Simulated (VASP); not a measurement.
A run of VASP 6.6.1 is set up as follows.

Contents of INCAR:

```
SYSTEM = BN
PREC     = Accurate       ! precision mode
ENCUT    = 520            ! plane-wave cutoff, eV
EDIFF    = 1E-8           ! SCF threshold, eV
ISMEAR   = 0              ! smearing method
SIGMA    = 0.01           ! smearing width, eV
LREAL    = .FALSE.        ! projectors in reciprocal space
LASPH    = .TRUE.         ! aspherical terms in the spheres
NELM     = 100            ! most SCF steps
ALGO     = Normal         ! electronic algorithm
ISIF     = 2              ! what is computed and relaxed
LWAVE    = .FALSE.        ! write WAVECAR
LCHARG   = .FALSE.        ! write CHGCAR
METAGGA  = R2SCAN         ! meta-GGA
LMIXTAU  = .TRUE.       
LCALCEPS = .TRUE.
```

File KPOINTS:

```
Automatic mesh
0
G
  10 10 10
  0 0 0
```

Contents of POSCAR:

```
BN
1.0
    0.0000000000      1.7867772104      1.7867772104
    1.7867772104      0.0000000000      1.7867772104
    1.7867772104      1.7867772104      0.0000000000
B N
1 1
Direct
    0.0000000000      0.0000000000      0.0000000000
    0.2500000000      0.2500000000      0.2500000000
```

Potentials or basis: VASP PAW PBE potentials, release 64 (B, N).

Launch:

```sh
$ cat potpaw_PBE.64/B/POTCAR potpaw_PBE.64/N/POTCAR > POTCAR
$ mpirun -np 1 vasp_std > vasp.out
```

(1) Estimate the electronic dielectric tensor (diagonal).

(2) Estimate the Born charges (mean of the diagonal).

(3) Estimate the band gap on the k mesh.

## Answers

(1) 4.49.

(2) B +2.01; N -2.01 e.

(3) 5.02 eV (least direct gap 9.70 eV).

Caveat: the cell differs from its parent crystal (strain -1.0%).
